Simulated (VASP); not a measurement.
# Os (Im-3m) in VASP: a series of runs

The runs below take Os through single point, relaxation of cell and atoms, with PBEsol.

Program: VASP 6.6.1. These are calculated values, not measurements. Logs are shortened: lines on timing, memory, paths and dates and some standing lists are left out, and cuts for length are marked.

### Step 1. The cell of the first run

Symmetry: Im-3m, No. 229, cubic system. Conventional cell: a = 3.014 Å, b = 3.014 Å, c = 3.014 Å, α = 90.00°, β = 90.00°, γ = 90.00°. Within 3.4 Å of Os (site symmetry m-3m) lie 14 Os at 2.61 to 3.01 Å.

### Step 2. Single point, PBEsol

Input file INCAR:

```
SYSTEM = Os
ALGO = Normal ; EDIFF = 1E-7
ENCUT = 520 ; GGA = PS
ISIF = 2 ; ISMEAR = 1
LASPH = .True. ; LCHARG = .True.
LELF = .True. ; LREAL = .False.
LVHAR = .True. ; LWAVE = .False.
NBANDS = 10 ; NELM = 80
PREC = Accurate ; SIGMA = 0.05
```

Input file KPOINTS:

```
k-points
0
Gamma
  10 10 10
  0 0 0
```

Input file POSCAR:

```
Os
1.0
    1.5071796638      1.5071796638      1.5071796638
   -1.5071796638      1.5071796638      1.5071796638
   -1.5071796638     -1.5071796638      1.5071796638
Os
1
Direct
    0.0000000000      0.0000000000      0.0000000000
```

Potentials or basis: VASP PAW PBE potentials, release 64 (Os).

On the command line:

```
$ cat potpaw_PBE.64/Os/POTCAR > POTCAR
$ mpirun -np 1 vasp_std > vasp.out
```

OUTCAR:

```text
SYSTEM = Os
   EDIFF = 1E-7
   ENCUT = 520
   GGA = PS
   ISIF = 2
   ISMEAR = 1
   LASPH = .True.
   LREAL = .False.
   NELM = 80
   PREC = Accurate

 ion  position               nearest neighbor table
   1  0.000  0.000  0.000-

  LATTYP: Found a body centered cubic cell.
 ALAT       =     3.0143593276

  Lattice vectors:

 A1 = (   1.5071796638,  -1.5071796638,  -1.5071796638)
 A2 = (   1.5071796638,   1.5071796638,   1.5071796638)
 A3 = (  -1.5071796638,  -1.5071796638,   1.5071796638)

Analysis of symmetry for initial positions (statically):
=====================================================================
 Subroutine PRICEL returns:
 Original cell was already a primitive cell.

 Routine SETGRP: Setting up the symmetry group for a
 body centered cubic supercell.

 Subroutine GETGRP returns: Found 48 space group operations
[... 9 lines left out ...]

 Routine SETGRP: Setting up the symmetry group for a
 body centered cubic supercell.

 Subroutine GETGRP returns: Found 48 space group operations
 (whereof 48 operations were pure point group operations)
 out of a pool of 48 trial point group operations.

The dynamic configuration has the point symmetry O_h .

 Subroutine INISYM returns: Found 48 space group operations
 (whereof 48 operations are pure point group operations),
 and found     1 'primitive' translations

----------------------------------------------------------------------------------------

                                     Primitive cell

  volume of cell :      13.6948

  direct lattice vectors                    reciprocal lattice vectors
     1.507179664  1.507179664  1.507179664     0.331745453  0.000000000  0.331745453
    -1.507179664  1.507179664  1.507179664    -0.331745453  0.331745453  0.000000000
    -1.507179664 -1.507179664  1.507179664     0.000000000 -0.331745453  0.331745453

  length of vectors
     2.610511754  2.610511754  2.610511754     0.469158919  0.469158919  0.469158919

  position of ions in fractional coordinates (direct lattice)
     0.000000000  0.000000000  0.000000000

  ion indices of the primitive-cell ions
   primitive index   ion index
                 1           1

----------------------------------------------------------------------------------------

 KPOINTS: k-points

Automatic generation of k-mesh.
 Grid dimensions read from file:
 generate k-points for:   10   10   10

 Generating k-lattice:

  Cartesian coordinates                     Fractional coordinates (reciprocal lattice)
     0.033174545  0.000000000  0.033174545     0.100000000  0.000000000  0.000000000
    -0.033174545  0.033174545  0.000000000     0.000000000  0.100000000  0.000000000
     0.000000000 -0.033174545  0.033174545     0.000000000  0.000000000  0.100000000

  Length of vectors
     0.046915892  0.046915892  0.046915892

  Shift w.r.t. Gamma in fractional coordinates (k-lattice)
     0.000000000  0.000000000  0.000000000

 Subroutine IBZKPT returns following result:
 ===========================================

 Found     47 irreducible k-points:

 Following reciprocal coordinates:
            Coordinates               Weight
  0.000000  0.000000  0.000000      1.000000
  0.100000  0.000000  0.000000     12.000000
  0.200000  0.000000  0.000000     12.000000
  0.300000  0.000000  0.000000     12.000000
  0.400000  0.000000  0.000000     12.000000
  0.500000  0.000000  0.000000      6.000000
[... 16 lines left out ...]
  0.100000  0.300000  0.100000      8.000000
  0.500000  0.300000  0.100000     24.000000
 [... further k-points ...]
   k-points           NKPTS =     47   k-points in BZ     NKDIM =     47   number of bands    NBANDS=     10
   number of dos      NEDOS =    301   number of ions     NIONS =      1
   total plane-waves  NPLWV =   8000
   dimension x,y,z NGX =    20 NGY =   20 NGZ =   20
   dimension x,y,z NGXF=    40 NGYF=   40 NGZF=   40
   ions per type =               1
   NGX,Y,Z   is equivalent  to a cutoff of  12.74, 12.74, 12.74 a.u.
   NGXF,Y,Z  is equivalent  to a cutoff of  25.47, 25.47, 25.47 a.u.
 SYSTEM =  Os
   PREC   = accura    normal or accurate (medium, high low for compatibility)
   ISTART =      0    job   : 0-new  1-cont  2-samecut
   ICHARG =      2    charge: 1-file 2-atom 10-const
   ISPIN  =      1    spin polarized calculation?
   LNONCOLLINEAR =      F non collinear calculations
   LSORBIT =      F    spin-orbit coupling
   LASPH  =      T    aspherical Exc in radial PAW
   ENCUT  =  520.0 eV  38.22 Ry    6.18 a.u.   4.85  4.85  4.85*2*pi/ulx,y,z
   NELM   =     80;   NELMIN=  2; NELMDL= -5     # of ELM steps
   EDIFF  = 0.1E-06   stopping-criterion for ELM
   LREAL  =      F    real-space projection
   EDIFFG = 0.1E-05   stopping-criterion for IOM
   NSW    =      0    number of steps for IOM
   IBRION =     -1    ionic relax: 0-MD 1-quasi-New 2-CG
   NFREE  =      0    steps in history (QN), initial steepest desc. (CG)
   ISIF   =      2    stress and relaxation
   ISYM   =      2    0-nonsym 1-usesym 2-fastsym
   POTIM  = 0.5000    time-step for ionic-motion
   TEBEG  =    0.0;   TEEND  =   0.0 temperature during run
   PSTRESS=    0.0 pullay stress
   NELECT =       8.0000    total number of electrons
   NUPDOWN=      -1.0000    fix difference up-down
   EMIN   =  10.00;   EMAX   =-10.00  energy-range for DOS
   EFERMI =   0.00;   METHOD = LEGACY
   ISMEAR =     1;   SIGMA  =   0.05  broadening in eV -4-tet -1-fermi 0-gaus
   EFERMI_NEDOS =   21; number of points for ismear=-14 and -15
   IALGO  =     38    algorithm
   IMIX   =      4    mixing-type and parameters
     AMIX     =   0.40;   BMIX     =  1.00
     AMIX_MAG =   1.60;   BMIX_MAG =  1.00
  volume/ion in A,a.u.               =      13.69        92.42
  Fermi-wavevector in a.u.,A,eV,Ry     =   1.368526  2.586140 25.481864  1.872864
  Thomas-Fermi vector in A             =   2.494483
   LORBIT       =      0    0 simple, 1 ext, 2 COOP (PROOUT), +10 PAW based schemes
   GGA     = PS    functional components
   LHFCALC =     F    Hartree Fock is set to
   AEXX    =    0.0000 exact exchange contribution
   IVDW    =     0    specifies the selected vdW correction
   LEPSILON=     F    determine dielectric tensor
   LRPA    =     F    only Hartree local field effects (RPA)
 non-spin polarized calculation
 Methfessel and Paxton  Order N= 1 SIGMA  =   0.05
  energy-cutoff  :      520.00
  volume of cell :       13.69
 maximum number of plane-waves:       376
   NGX =  9   NGY =  9   NGZ =  9

 number of electron       8.0000000 magnetization

 Free energy of the ion-electron system (eV)
  ---------------------------------------------------
  ext. energy  EPLUGINS =         0.00000000
  ---------------------------------------------------
  free energy    TOTEN  =       -11.27561413 eV

  energy without entropy =      -11.27549907  energy(sigma->0) =      -11.27557577

 E-fermi :   9.9445     XC(G=0): -14.2636

 val. band max:        9.9391693960   @ k =   0.2000   0.0000   0.0000
 cond. band min:       9.9472867839   @ k =   0.1000   0.5000   0.1000
 fundamental gap:      0.0081173879
 Fermi energy:         9.9445215520

 k-point     1 :       0.0000    0.0000    0.0000
  band No.  band energies     occupation
      1      -1.5568      2.00000
      2       6.3088      2.00000
      3       6.3088      2.00000
      4       6.3088      2.00000
      5       9.8288      2.00510
      6       9.8288      2.00510
      7      26.2030      0.00000
      8      26.2030      0.00000
      9      26.2030      0.00000
     10      38.9034      0.00000

 k-point     2 :       0.1000    0.0000    0.0000
  band No.  band energies     occupation
      1      -1.0563      2.00000
      2       6.0478      2.00000
      3       6.2658      2.00000
      4       6.7883      2.00000
      5       9.4825      2.00000
      6       9.8468      2.01846
      7      26.5375      0.00000
      8      27.0347      0.00000
      9      27.1232      0.00000
     10      35.5796      0.00000

 k-point     3 :       0.2000    0.0000    0.0000
  band No.  band energies     occupation
      1       0.2358      2.00000
      2       5.4220      2.00000
      3       6.0539      2.00000
      4       8.1658      2.00000
      5       9.1452      2.00000
      6       9.9392      1.18003
      7      26.5861      0.00000
      8      27.8792      0.00000
      9      29.3445      0.00000
     10      33.4327      0.00000

 k-point     4 :       0.3000    0.0000    0.0000
  band No.  band energies     occupation
      1       1.4580      2.00000
      2       4.7380      2.00000
      3       6.3458      2.00000
      4       9.4064      2.00000
      5      10.1532     -0.00000
      6      10.2251     -0.00000
      7      24.9160      0.00000
      8      25.0593      0.00000
      9      32.7081      0.00000
     10      33.3584      0.00000

 k-point     5 :       0.4000    0.0000    0.0000
  band No.  band energies     occupation
      1       1.6877      2.00000
      2       4.2400      2.00000
      3       8.0946      2.00000
      4       9.8395      2.01141
      5      10.4258     -0.00000
      6      12.4276      0.00000
      7      21.4415      0.00000
      8      23.1287      0.00000
      9      29.3791      0.00000
     10      35.8343      0.00000

 k-point     6 :       0.5000    0.0000    0.0000
  band No.  band energies     occupation
      1       1.6121      2.00000
      2       4.0606      2.00000
      3       9.6776      2.00000
      4       9.7125      2.00000
      5      10.5599     -0.00000
      6      13.5225      0.00000
      7      19.6606      0.00000
      8      22.4278      0.00000
      9      27.6608      0.00000
     10      34.8248      0.00000
[... 183 lines left out ...]
 k-point    21 :       0.4000    0.2000    0.1000
  band No.  band energies     occupation
      1       2.7932      2.00000
      2       4.9171      2.00000
      3       5.9285      2.00000
      4       8.4746      2.00000
      5      10.7632     -0.00000
      6      12.4028      0.00000
      7      22.6815      0.00000
      8      26.3953      0.00000
      9      29.0426      0.00000
     10      32.0410      0.00000

 k-point    22 :       0.5000    0.2000    0.1000
  band No.  band energies     occupation
      1       2.7153      2.00000
      2       4.9526      2.00000
      3       6.1328      2.00000
      4       8.7388      2.00000
      5      11.9210      0.00000
      6      14.9137      0.00000
      7      19.7502      0.00000
      8      24.5902      0.00000
      9      27.1986      0.00000
     10      32.8939      0.00000

 k-point    23 :       0.1000    0.3000    0.1000
  band No.  band energies     occupation
      1       1.0560      2.00000
      2       5.1818      2.00000
      3       5.1818      2.00000
      4       9.6622      2.00000
      5       9.6622      2.00000
      6       9.7299      2.00000
      7      27.4946      0.00000
      8      27.4946      0.00000
      9      28.1703      0.00000
     10      30.6575      0.00000

 k-point    24 :       0.5000    0.3000    0.1000
  band No.  band energies     occupation
      1       3.5722      2.00000
      2       4.3537      2.00000
      3       5.8052      2.00000
      4       9.1305      2.00000
      5      10.8614     -0.00000
      6      15.4801      0.00000
      7      20.3518      0.00000
      8      24.0448      0.00000
      9      28.9285      0.00000
     10      31.6856      0.00000

 [... further k-points ...]
[... 5 lines left out ...]
  --------------------------------------------------------------------------------------
  -------------------------------------------------------------------------------------
  Total        1.8307933      1.8307933      1.8307933      0.0000000     -0.0000000      0.0000000
  in kB      214.1878533    214.1878533    214.1878533      0.0000000     -0.0000000      0.0000000
  external PRESSURE =     214.1878533 kB  Pullay stress =       0.0000000 kB

 VOLUME and BASIS-vectors are now :
 -----------------------------------------------------------------------------
  energy-cutoff  :      520.00
  volume of cell :       13.69
      direct lattice vectors                 reciprocal lattice vectors
     1.507179664  1.507179664  1.507179664     0.331745453  0.000000000  0.331745453
    -1.507179664  1.507179664  1.507179664    -0.331745453  0.331745453  0.000000000
    -1.507179664 -1.507179664  1.507179664     0.000000000 -0.331745453  0.331745453

 POSITION                                       TOTAL-FORCE (eV/Angst)
 -----------------------------------------------------------------------------------
      0.00000      0.00000      0.00000         0.000000      0.000000     -0.000000
 -----------------------------------------------------------------------------------
    total drift:                               -0.000000     -0.000000      0.000000

  FREE ENERGIE OF THE ION-ELECTRON SYSTEM (eV)
  ---------------------------------------------------
  free  energy   TOTEN  =       -11.2756141255 eV

  energy  without entropy=      -11.2754990666  energy(sigma->0) =      -11.27557577
```

Wall time 5.6 s (1 thread of Intel Xeon Platinum 8259CL at 2.50GHz (Skylake/Cascade Lake), shared host); peak memory 0.13 GiB.

What came out:

```
Free energy            : -11.2756 eV
Pressure               : 21.4 GPa
Band gap on the k mesh : zero (band 4 reaches 12.60 eV, above the bottom of band 5 at 8.01 eV)
```

Caveat: the PAW data sets were made with another functional, which shifts forces and pressure a little; spin-orbit coupling is left out, which moves the levels of the heavy elements.

### Step 3. Relaxation of cell and atoms, PBEsol

This run uses another cell than the first one, of 14.05 Å³/atom, 1.026 times its volume.

Input file INCAR:

```
ALGO = Normal
EDIFF = 1E-6
EDIFFG = -0.03
ENCUT = 600
GGA = PS
IBRION = 2
ISIF = 3
ISMEAR = 1
LASPH = True
LCHARG = False
LREAL = False
LWAVE = False
NELM = 100
NSW = 80
PREC = Accurate
SIGMA = 0.05
```

Input file KPOINTS:

```
k-points
0
Gamma
  10 10 10
```

Input file POSCAR:

```
Os
1.0
    1.5200000000      1.5200000000      1.5200000000
   -1.5200000000      1.5200000000      1.5200000000
   -1.5200000000     -1.5200000000      1.5200000000
Os
1
Direct
    0.0000000000      0.0000000000      0.0000000000
```

Potentials or basis: VASP PAW PBE potentials, release 64 (Os).

On the command line:

```
$ cat potpaw_PBE.64/Os/POTCAR > POTCAR
$ mpirun -np 1 vasp_std > vasp.out
```

Run time: 14 s. Hardware: 1 thread of Intel Xeon Platinum 8259CL at 2.50GHz (Skylake/Cascade Lake), shared host; peak memory 0.15 GiB.

Results (log left out):

```yaml
Free_energy: -11.3195 eV
Relaxed_volume: 14.38 Å³/atom
Relaxed_cell: a = 2.653 Å, b = 2.653 Å, c = 2.653 Å, α = 70.53°, β = 109.47°, γ = 70.53°
Space_group_after_relaxing_to_0.05_Å: Im-3m (No. 229)
Energy_gained_by_relaxing: 9.7 meV/atom
Ionic_steps: 4
Pressure_after_relaxing: 0.0 GPa
Band_gap_on_the_k_mesh: zero (band 4 reaches 11.64 eV, above the bottom of band 5 at 7.41 eV)
```

Step by step:
| step | energy change (eV) | largest force (eV/Å) | pressure (GPa) | volume (Å³) |
| --- | --- | --- | --- | --- |
| 1 | 0.0000 | 0.0000 | 9.67 | 14.05 |
| 2 | 0.1427 | 0.0000 | -30.21 | 15.84 |
| 3 | -0.0097 | 0.0000 | -0.42 | 14.39 |
| 4 | -0.0097 | 0.0000 | -0.02 | 14.38 |

Final structure:
```
Os
1.0
     1.53180    1.53180    1.53180
    -1.53180    1.53180    1.53180
    -1.53180   -1.53180    1.53180
Os
1
Cartesian
  0.0000 0.0000 0.0000
```

Levels at points of the mesh, in eV from the Fermi level:
```csv
k point,band 1,band 2,band 3,band 4,band 5,band 6,band 7,band 8
"(0.00, 0.00, 0.00)",-11.03,-3.39,-3.39,-3.39,-0.09,-0.09,16.23,16.23
"(0.50, 0.00, 0.00)",-7.83,-5.48,-0.25,-0.23,0.56,3.29,9.05,12.45
"(0.50, 0.50, 0.50)",-7.44,-7.44,2.45,2.45,2.45,7.88,7.88,7.88
```

Caveat: the PAW data sets were made with another functional, which shifts forces and pressure a little; spin-orbit coupling is left out, which moves the levels of the heavy elements.

### Step 4. Relaxation of cell and atoms, PBEsol, target pressure 5 GPa, at which the enthalpy is minimised

This run uses another cell than the first one, of 14.05 Å³/atom, 1.026 times its volume.

Input file INCAR:

```
SYSTEM = Os
PREC     = Accurate       ! precision mode
ENCUT    = 600            ! plane-wave cutoff, eV
EDIFF    = 1E-6           ! SCF threshold, eV
ISMEAR   = 1              ! smearing method
SIGMA    = 0.05           ! smearing width, eV
LREAL    = .FALSE.        ! projectors in reciprocal space
LASPH    = .TRUE.         ! aspherical terms in the spheres
NELM     = 80             ! most SCF steps
ALGO     = Normal         ! electronic algorithm
ISIF     = 3              ! what is computed and relaxed
LWAVE    = .FALSE.        ! write WAVECAR
LCHARG   = .FALSE.        ! write CHGCAR
GGA      = PS             ! functional
IBRION   = 2              ! ionic algorithm
NSW      = 80             ! ionic steps
EDIFFG   = -0.03          ! ionic threshold
PSTRESS  = 50.0
```

Input file KPOINTS:

```
Automatic mesh
0
G
  10 10 10
  0 0 0
```

POSCAR is that of step 3.

On the command line:

```
$ cat potpaw_PBE.64/Os/POTCAR > POTCAR
$ mpirun -np 1 vasp_std > vasp.out
```

Run time: 12 s. Hardware: 1 thread of Intel Xeon Platinum 8259CL at 2.50GHz (Skylake/Cascade Lake), shared host; peak memory 0.14 GiB.

It converged, with:

```yaml
Free_energy: -11.3169 eV
Relaxed_volume: 14.20 Å³/atom
Relaxed_cell: a = 2.642 Å, b = 2.642 Å, c = 2.642 Å, α = 70.53°, β = 109.47°, γ = 70.53°
Space_group_after_relaxing_to_0.05_Å: Im-3m (No. 229)
Energy_change_on_relaxing_the_enthalpy_is_what_falls: -7.1 meV/atom
Ionic_steps: 3
Pressure_after_relaxing: 4.9 GPa
Band_gap_on_the_k_mesh: zero (band 4 reaches 11.87 eV, above the bottom of band 5 at 7.56 eV)
```

The path:
| step | energy change (eV) | largest force (eV/Å) | pressure (GPa) | volume (Å³) |
| --- | --- | --- | --- | --- |
| 1 | 0.0000 | 0.0000 | 9.67 | 14.05 |
| 2 | 0.0120 | 0.0000 | -12.88 | 14.90 |
| 3 | -0.0071 | 0.0000 | 4.91 | 14.20 |

Final structure:
```yaml
crystal:
  lattice:
    - [1.52563, 1.52563, 1.52563]
    - [-1.52563, 1.52563, 1.52563]
    - [-1.52563, -1.52563, 1.52563]
  atoms:
    - { symbol: Os, position: [0.00000, 0.00000, 0.00000] }
```

Levels at points of the mesh, in eV from the Fermi level:
| k point | band 1 | band 2 | band 3 | band 4 | band 5 | band 6 | band 7 | band 8 |
| --- | --- | --- | --- | --- | --- | --- | --- | --- |
| (0.00, 0.00, 0.00) | -11.15 | -3.45 | -3.45 | -3.45 | -0.10 | -0.10 | 16.24 | 16.24 |
| (0.50, 0.00, 0.00) | -7.96 | -5.58 | -0.26 | -0.23 | 0.57 | 3.36 | 9.21 | 12.46 |
| (0.50, 0.50, 0.50) | -7.57 | -7.57 | 2.50 | 2.50 | 2.50 | 7.94 | 7.94 | 7.94 |

Caveat: the cell is relaxed towards a set pressure, so the enthalpy falls and the energy may rise; the PAW data sets were made with another functional, which shifts forces and pressure a little; spin-orbit coupling is left out, which moves the levels of the heavy elements.

(Part 1 of 2 ends here.)
